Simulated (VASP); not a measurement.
## Pb: single point with PBEsol+D3(BJ)

The system is Pb.

```xyz
1
Lattice="0.0000 2.4750 2.4750 2.4750 0.0000 2.4750 2.4750 2.4750 0.0000" Properties=species:S:1:pos:R:3 pbc="T T T"
Pb    0.0000    0.0000    0.0000
```

```json
{
  "Program": "VASP 6.6.1",
  "Task": "single point",
  "Functional": "PBEsol",
  "Dispersion": "D3(BJ)",
  "Potentials or basis": "VASP PAW PBE potentials, release 64 (Pb_d)",
  "Cutoff": "500 eV",
  "k mesh": "12 × 12 × 12",
  "Occupations": "methfessel-paxton, width 0.1 eV",
  "Spin": "no spin polarisation",
  "Dipole correction": "no",
  "Further INCAR settings": "ALGO = Normal; EDIFF = 1e-06; NBANDS = 13"
}
```

```
Pressure                   : -2.7 GPa
Band gap on the k mesh     : zero (bands 7 and 8 overlap by 8.97 eV)
Dispersion energy per atom : -0.441 eV
```

Levels at points of the mesh, in eV from the Fermi level:
```csv
k point,band 5,band 6,band 7,band 8,band 9,band 10
"(0.00, 0.00, 0.00)",-16.87,-11.80,7.38,7.38,7.38,9.73
"(0.50, 0.00, 0.00)",-16.73,-8.17,-4.25,5.54,5.54,9.20
"(0.50, 0.50, 0.00)",-16.70,-6.75,-3.31,2.01,2.01,5.33
```

It took 21 s on 1 thread of Intel Xeon 8259CL, on a shared host, peak memory 0.18 GiB.

Caveat: three body term missing; the PAW data sets were made with another functional, which shifts forces and pressure a little; spin-orbit coupling is left out, which moves the levels of the heavy elements.
